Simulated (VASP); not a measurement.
# Bi in VASP: settings compared, part 2 of 2

VASP 6.6.1. Earlier steps stand in the parts before.

## (3) Single point, HSE06, collinear spin

Contents of POSCAR:

```
Bi
1.0
   14.0000000000      0.0000000000      0.0000000000
    0.0000000000     14.4000000000      0.0000000000
    0.0000000000      0.0000000000     14.8000000000
Bi
1
Direct
    0.5000000000      0.5000000000      0.5000000000
```

Contents of INCAR.step1:

```
SYSTEM = Bi
PREC = Accurate
ENCUT = 520
EDIFF = 1E-5
ISMEAR = -1
SIGMA = 0.01
LREAL = .FALSE.
LASPH = .TRUE.
NELM = 150
ALGO = Normal
ISIF = 2
LWAVE = .TRUE.
LCHARG = .FALSE.
ISPIN = 2
MAGMOM = 3
LORBIT = 11
GGA = PE
ISYM = 0
NBANDS = 18
```

Contents of INCAR.step2:

```
SYSTEM = Bi
PREC = Accurate
ENCUT = 520
EDIFF = 1E-6
ISMEAR = -1
SIGMA = 0.01
LREAL = .FALSE.
LASPH = .TRUE.
NELM = 150
ALGO = Normal
ISIF = 2
LWAVE = .FALSE.
LCHARG = .FALSE.
ISPIN = 2
MAGMOM = 3
LORBIT = 11
GGA = PE
LHFCALC = .TRUE.
HFSCREEN = 0.2079
PRECFOCK = Normal
ISTART = 1
ISYM = 0
NBANDS = 18
```

Contents of KPOINTS:

```
Automatic mesh
0
G
  1 1 1
  0 0 0
```

Potentials or basis: VASP PAW PBE potentials, release 64 (Bi_d).

Started as:

```
cat potpaw_PBE.64/Bi_d/POTCAR > POTCAR
cp INCAR.step1 INCAR
mpirun -np 1 vasp_gam > vasp.out
cp INCAR.step2 INCAR
mpirun -np 1 vasp_gam > vasp.out
```

OUTCAR:

```text
SYSTEM = Bi
   PREC = Accurate
   ENCUT = 520
   EDIFF = 1E-6
   ISMEAR = -1
   LREAL = .FALSE.
   LASPH = .TRUE.
   NELM = 150
   ISIF = 2
   ISPIN = 2
   LORBIT = 11
   GGA = PE
   LHFCALC = .TRUE.
   HFSCREEN = 0.2079
   PRECFOCK = Normal
   ISTART = 1
   ISYM = 0

 ion  position               nearest neighbor table
   1  0.500  0.500  0.500-

IMPORTANT INFORMATION: All symmetrisations will be switched off!
NOSYMM: (Re-)initialisation of all symmetry stuff for point group C_1.

----------------------------------------------------------------------------------------

                                     Primitive cell

  volume of cell :    2983.6800

  direct lattice vectors                    reciprocal lattice vectors
    14.000000000  0.000000000  0.000000000     0.071428571  0.000000000  0.000000000
     0.000000000 14.400000000  0.000000000     0.000000000  0.069444444  0.000000000
     0.000000000  0.000000000 14.800000000     0.000000000  0.000000000  0.067567568

  length of vectors
    14.000000000 14.400000000 14.800000000     0.071428571  0.069444444  0.067567568

  position of ions in fractional coordinates (direct lattice)
     0.500000000  0.500000000  0.500000000

  ion indices of the primitive-cell ions
   primitive index   ion index
                 1           1

----------------------------------------------------------------------------------------

 KPOINTS: Automatic mesh

Automatic generation of k-mesh.
 Grid dimensions read from file:
 generate k-points for:    1    1    1

 Generating k-lattice:

  Cartesian coordinates                     Fractional coordinates (reciprocal lattice)
     0.071428571  0.000000000  0.000000000     1.000000000  0.000000000  0.000000000
     0.000000000  0.069444444  0.000000000     0.000000000  1.000000000  0.000000000
     0.000000000  0.000000000  0.067567568     0.000000000  0.000000000  1.000000000

  Length of vectors
     0.071428571  0.069444444  0.067567568
[... 66 lines left out ...]
   IVDW    =     0    specifies the selected vdW correction
   LEPSILON=     F    determine dielectric tensor
   LRPA    =     F    only Hartree local field effects (RPA)
 spin polarized calculation
  energy-cutoff  :      520.00
  volume of cell :     2983.68
 maximum number of plane-waves:     40220
 NGX is ok and might be reduce to   108
  NGX = 80; NGY = 84; NGZ = 84

 number of electron      15.0000004 magnetization       3.0000000

 Free energy of the ion-electron system (eV)
  ---------------------------------------------------
  ext. energy  EPLUGINS =         0.00000000
  ---------------------------------------------------
  free energy    TOTEN  =        -2.29829403 eV

  energy without entropy =       -2.29829403  energy(sigma->0) =       -2.29829403

 E-fermi :  -5.3744     XC(G=0):  -0.3265

 val. band max:       -5.6738114332   @ k =   0.0000   0.0000   0.0000
 cond. band min:      -2.6720279699   @ k =   0.0000   0.0000   0.0000
 fundamental gap:      3.0017834633
 Fermi energy:        -5.3744022110

 spin component 1

 k-point     1 :       0.0000    0.0000    0.0000
  band No.  band energies     occupation
      1     -28.9429      1.00000
      2     -28.9429      1.00000
      3     -28.9429      1.00000
      4     -28.9429      1.00000
      5     -28.9429      1.00000
      6     -16.2257      1.00000
[... 10 lines left out ...]
     17       0.8923      0.00000
     18       0.9095      0.00000
 Fermi energy:        -5.3744022110

 spin component 2

 k-point     1 :       0.0000    0.0000    0.0000
  band No.  band energies     occupation
      1     -28.6097      1.00000
      2     -28.6096      1.00000
      3     -28.6096      1.00000
      4     -28.6096      1.00000
      5     -28.6096      1.00000
      6     -13.7454      1.00000
[... 10 lines left out ...]
     17       1.4302      0.00000
     18       1.4591      0.00000

------------------------ aborting loop because EDIFF is reached ----------------------------------------

  FORCE on cell =-STRESS in cart. coord.  units (eV):
  Direction    XX          YY          ZZ          XY          YZ          ZX
  --------------------------------------------------------------------------------------
  -------------------------------------------------------------------------------------
  Total       -0.0174431     -0.0174490     -0.0167345     -0.0000000      0.0000000     -0.0000000
  in kB       -0.0093666     -0.0093698     -0.0089861     -0.0000000      0.0000000     -0.0000000
  external PRESSURE =      -0.0092408 kB  Pullay stress =       0.0000000 kB

 VOLUME and BASIS-vectors are now :
 -----------------------------------------------------------------------------
  energy-cutoff  :      520.00
  volume of cell :     2983.68
      direct lattice vectors                 reciprocal lattice vectors
    14.000000000  0.000000000  0.000000000     0.071428571  0.000000000  0.000000000
     0.000000000 14.400000000  0.000000000     0.000000000  0.069444444  0.000000000
     0.000000000  0.000000000 14.800000000     0.000000000  0.000000000  0.067567568

 POSITION                                       TOTAL-FORCE (eV/Angst)
 -----------------------------------------------------------------------------------
      7.00000      7.20000      7.40000        -0.000000     -0.000001     -0.000000
 -----------------------------------------------------------------------------------
    total drift:                               -0.000000     -0.000001     -0.000000

  FREE ENERGIE OF THE ION-ELECTRON SYSTEM (eV)
  ---------------------------------------------------
  free  energy   TOTEN  =        -2.2982940319 eV

  energy  without entropy=       -2.2982940319  energy(sigma->0) =       -2.29829403

 total charge

# of ion       s       p       d       tot
------------------------------------------
    1        1.577   1.320   9.880  12.776

 magnetization (x)

# of ion       s       p       d       tot
------------------------------------------
    1        0.001   1.320  -0.003   1.317
```

Run time: 42 min. Hardware: 1 thread of Intel Xeon Platinum 8259CL at 2.50GHz (Skylake/Cascade Lake), shared host; peak memory 2.9 GiB.

What came out:

- Free energy: -2.2983 eV
- Pressure: 0.0 GPa
- Band gap on the k mesh: 3.00 eV
- Net moment: 3.00 μB per cell
- Site moments: Bi +1.32 μB
- Valence electrons inside the program's atomic spheres: Bi 12.78

Levels at points of the mesh, in eV from the valence-band top:
Spin up:
| k point | band 7 | band 8 | band 9 | band 10 | band 11 | band 12 |
| --- | --- | --- | --- | --- | --- | --- |
| (0.00, 0.00, 0.00) | 0.00 | 0.00 | 0.00 | 5.11 | 6.01 | 6.13 |
Spin down:
| k point | band 3 | band 4 | band 5 | band 6 | band 7 | band 8 | band 9 | band 10 |
| --- | --- | --- | --- | --- | --- | --- | --- | --- |
| (0.00, 0.00, 0.00) | -22.94 | -22.94 | -22.94 | -8.07 | 3.00 | 3.00 | 3.00 | 5.71 |

Caveat: the PAW data sets were made with another functional, which shifts forces and pressure a little; spin-orbit coupling is left out, which moves the levels of the heavy elements.

## (4) Single point, PBE0, collinear spin

POSCAR is that of step 3.

Contents of INCAR.step1:

```
SYSTEM = Bi
PREC = Accurate ; ENCUT = 520
EDIFF = 1E-5 ; ISMEAR = -1
SIGMA = 0.01 ; LREAL = .False.
LASPH = .True. ; NELM = 150
ALGO = Normal ; ISIF = 2
LWAVE = .True. ; LCHARG = .False.
ISPIN = 2 ; MAGMOM = 3
LORBIT = 11 ; GGA = PE
ISYM = 0 ; NBANDS = 18
```

Contents of INCAR.step2:

```
SYSTEM = Bi
PREC = Accurate ; ENCUT = 520
EDIFF = 1E-6 ; ISMEAR = -1
SIGMA = 0.01 ; LREAL = .False.
LASPH = .True. ; NELM = 150
ALGO = Normal ; ISIF = 2
LWAVE = .False. ; LCHARG = .False.
ISPIN = 2 ; MAGMOM = 3
LORBIT = 11 ; GGA = PE
LHFCALC = .True. ; AEXX = 0.25
PRECFOCK = Normal ; ISTART = 1
ISYM = 0 ; NBANDS = 18
```

Contents of KPOINTS:

```
regular mesh
0
Gamma
  1 1 1
  0 0 0
```

Potentials or basis: VASP PAW PBE potentials, release 64 (Bi_d).

Started as:

```
cat potpaw_PBE.64/Bi_d/POTCAR > POTCAR
cp INCAR.step1 INCAR
mpirun -np 1 vasp_gam > vasp.out
cp INCAR.step2 INCAR
mpirun -np 1 vasp_gam > vasp.out
```

OUTCAR:

```text
SYSTEM = Bi
   PREC = Accurate
   ENCUT = 520
   EDIFF = 1E-6
   ISMEAR = -1
   LREAL = .False.
   LASPH = .True.
   NELM = 150
   ISIF = 2
   ISPIN = 2
   LORBIT = 11
   GGA = PE
   LHFCALC = .True.
   AEXX = 0.25
   PRECFOCK = Normal
   ISTART = 1
   ISYM = 0

 ion  position               nearest neighbor table
   1  0.500  0.500  0.500-

IMPORTANT INFORMATION: All symmetrisations will be switched off!
NOSYMM: (Re-)initialisation of all symmetry stuff for point group C_1.

----------------------------------------------------------------------------------------

[... 182 lines left out ...]
  Total       -0.0456812     -0.0461545     -0.0458077     -0.0000006     -0.0000000     -0.0000001
  in kB       -0.0245299     -0.0247841     -0.0245978     -0.0000003     -0.0000000     -0.0000001
  external PRESSURE =      -0.0246373 kB  Pullay stress =       0.0000000 kB

 VOLUME and BASIS-vectors are now :
 -----------------------------------------------------------------------------
  energy-cutoff  :      520.00
  volume of cell :     2983.68
      direct lattice vectors                 reciprocal lattice vectors
    14.000000000  0.000000000  0.000000000     0.071428571  0.000000000  0.000000000
     0.000000000 14.400000000  0.000000000     0.000000000  0.069444444  0.000000000
     0.000000000  0.000000000 14.800000000     0.000000000  0.000000000  0.067567568

 POSITION                                       TOTAL-FORCE (eV/Angst)
 -----------------------------------------------------------------------------------
      7.00000      7.20000      7.40000         0.000000      0.000000     -0.000000
 -----------------------------------------------------------------------------------
    total drift:                                0.000000      0.000000     -0.000000

  FREE ENERGIE OF THE ION-ELECTRON SYSTEM (eV)
  ---------------------------------------------------
  free  energy   TOTEN  =        -2.8814124185 eV

  energy  without entropy=       -2.8814124185  energy(sigma->0) =       -2.88141242

 total charge

# of ion       s       p       d       tot
------------------------------------------
    1        1.579   1.319   9.879  12.778

 magnetization (x)

# of ion       s       p       d       tot
------------------------------------------
    1       -0.000   1.319  -0.003   1.316
```

OSZICAR.step1:

```text
N       E                     dE             d eps       ncg     rms          rms(c)
DAV:   1     0.791502292227E+02    0.79150E+02   -0.46821E+03   104   0.415E+02
DAV:   2     0.776568441136E+01   -0.71385E+02   -0.66912E+02   108   0.159E+02
[... 15 lines left out ...]
DAV:  18    -0.135990824615E+01    0.60120E-04   -0.86128E-07    64   0.248E-03    0.440E-04
DAV:  19    -0.135994455912E+01   -0.36313E-04   -0.41954E-07    68   0.142E-03    0.339E-04
DAV:  20    -0.136002339549E+01   -0.78836E-04   -0.44026E-07    64   0.132E-03    0.201E-04
DAV:  21    -0.136005544474E+01   -0.32049E-04   -0.13586E-07    66   0.105E-03    0.123E-04
DAV:  22    -0.136006829975E+01   -0.12855E-04   -0.57389E-08    68   0.622E-04    0.748E-05
DAV:  23    -0.136007308938E+01   -0.47896E-05   -0.61908E-09    66   0.332E-04
   1 F= -.13600731E+01 E0= -.13600731E+01  d E =-.494537E-11  mag=     3.0000
```

Wall time 14 min (1 thread of Intel Xeon Platinum 8259CL at 2.50GHz (Skylake/Cascade Lake), shared host); peak memory 2.8 GiB.

What came out:

```
Free energy                                           : -2.8814 eV
Pressure                                              : 0.0 GPa
Band gap on the k mesh                                : 3.76 eV
Net moment                                            : 3.00 μB per cell
Site moments                                          : Bi +1.32 μB
Valence electrons inside the program's atomic spheres : Bi 12.78
```

Levels at points of the mesh, in eV from the valence-band top:
Spin up:
```
           k point  band 5  band 6  band 7  band 8  band 9  band 10  band 11  band 12  band 13  band 14
(0.00, 0.00, 0.00)  -23.29  -10.57    0.00    0.00    0.00     5.71     6.45     6.62     6.65     6.65
```
Spin down:
```csv
k point,band 3,band 4,band 5,band 6,band 7,band 8,band 9,band 10
"(0.00, 0.00, 0.00)",-22.96,-22.96,-22.96,-8.10,3.76,3.76,3.76,6.08
```

Caveat: the PAW data sets were made with another functional, which shifts forces and pressure a little; spin-orbit coupling is left out, which moves the levels of the heavy elements.

## (5) Summary

| level | grid for exact exchange (PRECFOCK) | share of exact exchange | screening parameter | gap on the mesh (eV) | pressure (GPa) | moment (μB) |
| --- | --- | --- | --- | --- | --- | --- |
| PBE | - | - | - | 1.82 | 0.0 | 3.00 |
| HSE06 | Normal | 0.25 | 0.2079 1/Å | 3.00 | 0.0 | 3.00 |
| PBE0 | Normal | 0.25 | - | 3.76 | 0.0 | 3.00 |

Alike in all rows: task single point; potentials or basis VASP PAW PBE potentials, release 64 (Bi_d); spin collinear; cell as given; k mesh 1 × 1 × 1; cutoff (eV) 520; smearing fermi-dirac 0.01 eV.

On the cell as given the gap runs from 1.82 eV (PBE) to 3.76 eV (PBE0).

Caveats: spin-orbit coupling is left out, which moves the levels of the heavy elements; the PAW data sets were made with another functional, which shifts forces and pressure a little (at least some runs).

Absolute energies hang on the potentials; compare differences alone.
